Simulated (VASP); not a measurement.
# Sr (Fm-3m) in VASP: elastic constants with PBE

Aim: the elastic constants of Sr with PBE.

All numbers are computed with VASP 6.6.1; they aren't measurements. Logs are shortened: lines on timing, memory, paths and dates and some standing lists are left out, and cuts for length are marked.

## 1. The cell of the first run

Symmetry: Fm-3m, No. 225, cubic system. Conventional cell: a = 6.045 Å, b = 6.045 Å, c = 6.045 Å, α = 90.00°, β = 90.00°, γ = 90.00°. Within 5.6 Å of Sr (site symmetry m-3m) lie 12 Sr at 4.27 Å.

## 2. Elastic constants, PBE

The input, INCAR:

```
PREC = Accurate ; ENCUT = 600
EDIFF = 1E-8 ; ISMEAR = -1
SIGMA = 0.15 ; LREAL = F
LASPH = T ; NELM = 80
ALGO = Normal ; ISIF = 3
LWAVE = F ; LCHARG = F
GGA = PE ; IBRION = 6
NFREE = 2 ; POTIM = 0.015
NSW = 1
```

The input, KPOINTS:

```
regular mesh
0
Gamma
  12 12 12
```

The input, POSCAR:

```
Sr
1.0
    0.0000000000      3.0223654551      3.0223654551
    3.0223654551      0.0000000000      3.0223654551
    3.0223654551      3.0223654551      0.0000000000
Sr
1
Direct
    0.0000000000      0.0000000000      0.0000000000
```

Potentials or basis: VASP PAW PBE potentials, release 64 (Sr_sv).

On the command line:

```sh
$ cat potpaw_PBE.64/Sr_sv/POTCAR > POTCAR
$ mpirun -np 1 vasp_std > vasp.out
```

OUTCAR:

```text
PREC = Accurate
   ENCUT = 600
   EDIFF = 1E-8
   ISMEAR = -1
   LREAL = F
   LASPH = T
   NELM = 80
   ISIF = 3
   GGA = PE
   IBRION = 6
   NFREE = 2
   POTIM = 0.015
   NSW = 1

 ion  position               nearest neighbor table
   1  0.000  0.000  0.000-

  LATTYP: Found a face centered cubic cell.
 ALAT       =     6.0447309102

  Lattice vectors:

 A1 = (   0.0000000000,   3.0223654551,   3.0223654551)
 A2 = (   3.0223654551,   0.0000000000,   3.0223654551)
 A3 = (   3.0223654551,   3.0223654551,   0.0000000000)

Analysis of symmetry for initial positions (statically):
=====================================================================
 Subroutine PRICEL returns:
 Original cell was already a primitive cell.

 Routine SETGRP: Setting up the symmetry group for a
 face centered cubic supercell.

 Subroutine GETGRP returns: Found 48 space group operations
 (whereof 48 operations were pure point group operations)
 out of a pool of 48 trial point group operations.

The static configuration has the point symmetry O_h .

Analysis of symmetry for dynamics (positions and initial velocities):
=====================================================================
 Subroutine PRICEL returns:
 Original cell was already a primitive cell.

 Routine SETGRP: Setting up the symmetry group for a
 face centered cubic supercell.

 Subroutine GETGRP returns: Found 48 space group operations
 (whereof 48 operations were pure point group operations)
 out of a pool of 48 trial point group operations.

The dynamic configuration has the point symmetry O_h .

 Subroutine INISYM returns: Found 48 space group operations
 (whereof 48 operations are pure point group operations),
 and found     1 'primitive' translations

----------------------------------------------------------------------------------------

                                     Primitive cell

  volume of cell :      55.2168

  direct lattice vectors                    reciprocal lattice vectors
     0.000000000  3.022365455  3.022365455    -0.165433336  0.165433336  0.165433336
     3.022365455  0.000000000  3.022365455     0.165433336 -0.165433336  0.165433336
     3.022365455  3.022365455  0.000000000     0.165433336  0.165433336 -0.165433336

  length of vectors
     4.274270217  4.274270217  4.274270217     0.286538943  0.286538943  0.286538943

  position of ions in fractional coordinates (direct lattice)
     0.000000000  0.000000000  0.000000000

  ion indices of the primitive-cell ions
   primitive index   ion index
                 1           1

----------------------------------------------------------------------------------------

 KPOINTS: regular mesh

Automatic generation of k-mesh.
 Grid dimensions read from file:
 generate k-points for:   12   12   12

 Generating k-lattice:

  Cartesian coordinates                     Fractional coordinates (reciprocal lattice)
    -0.013786111  0.013786111  0.013786111     0.083333333  0.000000000  0.000000000
     0.013786111 -0.013786111  0.013786111     0.000000000  0.083333333  0.000000000
     0.013786111  0.013786111 -0.013786111     0.000000000  0.000000000  0.083333333

  Length of vectors
     0.023878245  0.023878245  0.023878245

  Shift w.r.t. Gamma in fractional coordinates (k-lattice)
     0.000000000  0.000000000  0.000000000

 Subroutine IBZKPT returns following result:
 ===========================================

 Found     72 irreducible k-points:

 Following reciprocal coordinates:
            Coordinates               Weight
  0.000000  0.000000  0.000000      1.000000
  0.083333  0.000000  0.000000      8.000000
  0.166667  0.000000  0.000000      8.000000
  0.250000  0.000000  0.000000      8.000000
  0.333333  0.000000  0.000000      8.000000
  0.416667  0.000000  0.000000      8.000000
[... 16 lines left out ...]
  0.500000  0.166667  0.000000     24.000000
 -0.416667  0.166667  0.000000     24.000000
 [... further k-points ...]
   k-points           NKPTS =     72   k-points in BZ     NKDIM =     72   number of bands    NBANDS=      9
   number of dos      NEDOS =    301   number of ions     NIONS =      1
   total plane-waves  NPLWV =  46656
   dimension x,y,z NGX =    36 NGY =   36 NGZ =   36
   dimension x,y,z NGXF=    72 NGYF=   72 NGZF=   72
   ions per type =               1
   NGX,Y,Z   is equivalent  to a cutoff of  14.00, 14.00, 14.00 a.u.
[... 22 lines left out ...]
   NELECT =      10.0000    total number of electrons
   NUPDOWN=      -1.0000    fix difference up-down
   EMIN   =  10.00;   EMAX   =-10.00  energy-range for DOS
   EFERMI =   0.00;   METHOD = LEGACY
   ISMEAR =    -1;   SIGMA  =   0.15  broadening in eV -4-tet -1-fermi 0-gaus
   EFERMI_NEDOS =   21; number of points for ismear=-14 and -15
   IALGO  =     38    algorithm
   IMIX   =      4    mixing-type and parameters
     AMIX     =   0.40;   BMIX     =  1.00
     AMIX_MAG =   1.60;   BMIX_MAG =  1.00
  volume/ion in A,a.u.               =      55.22       372.62
  Fermi-wavevector in a.u.,A,eV,Ry     =   0.926228  1.750317 11.672412  0.857898
  Thomas-Fermi vector in A             =   2.052168
   LORBIT       =      0    0 simple, 1 ext, 2 COOP (PROOUT), +10 PAW based schemes
   GGA     = PE    functional components
   LHFCALC =     F    Hartree Fock is set to
   AEXX    =    0.0000 exact exchange contribution
   IVDW    =     0    specifies the selected vdW correction
   LEPSILON=     F    determine dielectric tensor
   LRPA    =     F    only Hartree local field effects (RPA)
 finite differences with symmetry
 non-spin polarized calculation
  energy-cutoff  :      600.00
  volume of cell :       55.22
 maximum number of plane-waves:      1868
 NGX is ok and might be reduce to    36
   NGX = 17   NGY = 17   NGZ = 17

--------------------------------------- Ionic step        1  -------------------------------------------

 number of electron      10.0000000 magnetization

 Free energy of the ion-electron system (eV)
  ---------------------------------------------------
  ext. energy  EPLUGINS =         0.00000000
  ---------------------------------------------------
  free energy    TOTEN  =        -1.68595342 eV

  energy without entropy =       -1.58847891  energy(sigma->0) =       -1.63721617

------------------------ aborting loop because EDIFF is reached ----------------------------------------

  FORCE on cell =-STRESS in cart. coord.  units (eV):
  Direction    XX          YY          ZZ          XY          YZ          ZX
  --------------------------------------------------------------------------------------
  -------------------------------------------------------------------------------------
  Total        0.0044830      0.0044830      0.0044830     -0.0000000     -0.0000000     -0.0000000
  in kB        0.1300786      0.1300786      0.1300786     -0.0000000     -0.0000000     -0.0000000
  external PRESSURE =       0.1300786 kB  Pullay stress =       0.0000000 kB
[... 86 lines left out ...]
  FREE ENERGIE OF THE ION-ELECTRON SYSTEM (eV)
  ---------------------------------------------------
  free  energy   TOTEN  =        -1.6853098301 eV

  energy  without entropy=       -1.5883572316  energy(sigma->0) =       -1.63683353

[... ionic steps 4 to 12 ...]

--------------------------------------- Ionic step       13  -------------------------------------------

 number of electron      10.0000000 magnetization

------------------------ aborting loop because EDIFF is reached ----------------------------------------
[... 65 lines left out ...]
--------------------------------------- Ionic step       15  -------------------------------------------

 number of electron      10.0000000 magnetization

 Free energy of the ion-electron system (eV)
  ---------------------------------------------------
  ext. energy  EPLUGINS =         0.00000000
  ---------------------------------------------------
  free energy    TOTEN  =        -1.68595340 eV

  energy without entropy =       -1.58847874  energy(sigma->0) =       -1.63721607

 E-fermi :   1.5242     XC(G=0):  -7.3371

 val. band max:        1.5119855331   @ k =  -0.3333   0.4167   0.0833
 cond. band min:       1.5346875085   @ k =  -0.3333   0.4167   0.1667
 fundamental gap:      0.0227019754
 Fermi energy:         1.5242410147

 k-point     1 :       0.0000    0.0000    0.0000
  band No.  band energies     occupation
      1     -35.0485      2.00000
      2     -16.9379      2.00000
      3     -16.9379      2.00000
      4     -16.9379      2.00000
      5      -2.0686      2.00000
      6       3.9123      0.00000
      7       3.9123      0.00000
      8       3.9123      0.00000
      9       5.3748      0.00000
[... 265 lines left out ...]
 k-point    24 :      -0.4167    0.1667    0.0000
  band No.  band energies     occupation
      1     -35.0335      2.00000
      2     -17.1126      2.00000
      3     -16.9991      2.00000
      4     -16.9714      2.00000
      5       0.8032      1.98379
      6       1.6563      0.58614
      7       3.1635      0.00004
      8       4.0772      0.00000
      9       6.1099      0.00000

 [... further k-points ...]

------------------------ aborting loop because EDIFF is reached ----------------------------------------

  FORCE on cell =-STRESS in cart. coord.  units (eV):
  Direction    XX          YY          ZZ          XY          YZ          ZX
  --------------------------------------------------------------------------------------
  -------------------------------------------------------------------------------------
  Total        0.0045389      0.0045389      0.0045389     -0.0000000     -0.0000000      0.0000000
  in kB        0.1317019      0.1317019      0.1317019     -0.0000000     -0.0000000      0.0000000
  external PRESSURE =       0.1317019 kB  Pullay stress =       0.0000000 kB
[... 16 lines left out ...]
  FREE ENERGIE OF THE ION-ELECTRON SYSTEM (eV)
  ---------------------------------------------------
  free  energy   TOTEN  =        -1.6859533959 eV

  energy  without entropy=       -1.5884787430  energy(sigma->0) =       -1.63721607

 INTERNAL STRAIN TENSORS FROM STRAINED CELLS
 ============================================

 INTERNAL STRAIN TENSOR FOR ION    1 for displacements in x,y,z  (eV/Angst):
          X           Y           Z          XY          YZ          ZX
  --------------------------------------------------------------------------------
  x     0.00000     0.00000     0.00000     0.00000     0.00000    -0.00000
  y     0.00000     0.00000     0.00000     0.00000     0.00000    -0.00000
  z     0.00000     0.00000     0.00000     0.00000     0.00000     0.00000

 INTERNAL STRAIN TENSORS FROM DISPLACED ATOMS
 ============================================

 INTERNAL STRAIN TENSOR FOR ION    1 for displacements in x,y,z  (eV/Angst):
          X           Y           Z          XY          YZ          ZX
  --------------------------------------------------------------------------------
  x     0.00000     0.00000     0.00000     0.00000     0.00000     0.00000
  y     0.00000     0.00000     0.00000     0.00000     0.00000     0.00000
  z     0.00000     0.00000     0.00000     0.00000     0.00000     0.00000

 Eigenvectors and eigenvalues of the dynamical matrix
 ----------------------------------------------------

   1 f  =    0.000000 THz     0.000000 2PiTHz    0.000000 cm-1     0.000000 meV
             X         Y         Z           dx          dy          dz
      0.000000  0.000000  0.000000    -0.940252    0.340481    0.000000

   2 f  =    0.000000 THz     0.000000 2PiTHz    0.000000 cm-1     0.000000 meV
             X         Y         Z           dx          dy          dz
      0.000000  0.000000  0.000000     0.000000    0.000000    1.000000

   3 f  =    0.000000 THz     0.000000 2PiTHz    0.000000 cm-1     0.000000 meV
             X         Y         Z           dx          dy          dz
      0.000000  0.000000  0.000000     0.340481    0.940252    0.000000

--------------------------------------------------------------------------------------------------------

 ELASTIC MODULI CONTR FROM IONIC RELAXATION (kBar)
 Direction    XX          YY          ZZ          XY          YZ          ZX
 --------------------------------------------------------------------------------
 XX           0.0000      0.0000      0.0000      0.0000      0.0000      0.0000
 YY           0.0000      0.0000      0.0000      0.0000      0.0000      0.0000
 ZZ           0.0000      0.0000      0.0000      0.0000      0.0000      0.0000
 XY           0.0000      0.0000      0.0000      0.0000      0.0000      0.0000
 YZ           0.0000      0.0000      0.0000      0.0000      0.0000      0.0000
 ZX           0.0000      0.0000      0.0000      0.0000      0.0000      0.0000
 --------------------------------------------------------------------------------

 TOTAL ELASTIC MODULI (kBar)
 Direction    XX          YY          ZZ          XY          YZ          ZX
 --------------------------------------------------------------------------------
 XX         148.5729    102.9499    102.9499     -0.0000      0.0000      0.0000
 YY         102.9499    148.5729    102.9499     -0.0000      0.0000     -0.0000
 ZZ         102.9499    102.9499    148.5729      0.0000     -0.0000     -0.0000
 XY          -0.0000     -0.0000      0.0000    114.6264      0.0000      0.0000
 YZ           0.0000      0.0000     -0.0000      0.0000    114.6264      0.0000
 ZX           0.0000     -0.0000     -0.0000      0.0000      0.0000    114.6264
 --------------------------------------------------------------------------------
```

It took 21 min on 1 thread of AMD EPYC 9R45 (Zen 5), shared host; peak memory 0.57 GiB.

What came out:

| Quantity | Value |
| --- | --- |
| Elastic constants C11, C12, C44 | 15, 10, 11 GPa |
| Voigt bulk modulus | 12 GPa |

Elastic tensor in Voigt notation (GPa, in the Cartesian axes of the cell as first typed):
```
15 10 10  0  0  0
10 15 10  0  0  0
10 10 15  0  0  0
 0  0  0 11  0  0
 0  0  0  0 11  0
 0  0  0  0  0 11
```

Clamped-ion elastic tensor (GPa):
```
15 10 10  0  0  0
10 15 10  0  0  0
10 10 15  0  0  0
 0  0  0 11  0  0
 0  0  0  0 11  0
 0  0  0  0  0 11
```
